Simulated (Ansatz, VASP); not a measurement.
## One calculation of Ta4H3, two programs

```xyz
14
Lattice="-3.4261 3.4261 3.4261 3.4261 -3.4261 3.4261 3.4261 3.4261 -3.4261" Properties=species:S:1:pos:R:3 pbc="T T T"
Ta    0.0115    0.0115    0.0115
Ta    1.7016    5.1277   -1.7016
Ta   -1.7016    1.7016    5.1277
Ta    5.1277   -1.7016    1.7016
Ta    3.4146    0.0115   -0.0115
Ta   -0.0115    3.4146    0.0115
Ta    0.0115   -0.0115    3.4146
Ta    1.7246    1.7246    1.7246
H     5.1392    0.8565    0.0000
H     0.8565    0.0000    5.1392
H     0.0000    5.1392    0.8565
H     0.0000    1.7131    2.5696
H     2.5696    0.0000    1.7131
H     1.7131    2.5696    0.0000
```

Alike in both runs: functional PBE; k mesh 3 × 3 × 3; occupations gaussian, width 0.2 eV; no spin polarisation.

Ansatz relaxed the structure, and its values are those at the end. VASP's run is a single point on that final structure, the one shown.

```csv
,VASP,Ansatz
version,VASP 6.6.1,Ansatz 0.2.0
potentials or method,"VASP PAW PBE potentials, release 64 (Ta_pv, H), cutoff 520 eV","scalar-relativistic, plane waves, PAW"
valence electrons in the cell,94,110
```

```tsv
	VASP	Ansatz	Ansatz less VASP
gap on the k mesh at the Fermi level (eV)	none	none	-
pressure (GPa)	0.1	0.0	-0.14
```

A gap of «none» marks a metal or a gap that the smearing closes. VASP's potentials hold 94 valence electrons a cell and Ansatz's 110, so a difference there can come from the potentials and not from the codes.

The k mesh is coarse, so the values compare programs but aren't converged. Neither program's run includes spin-orbit coupling.
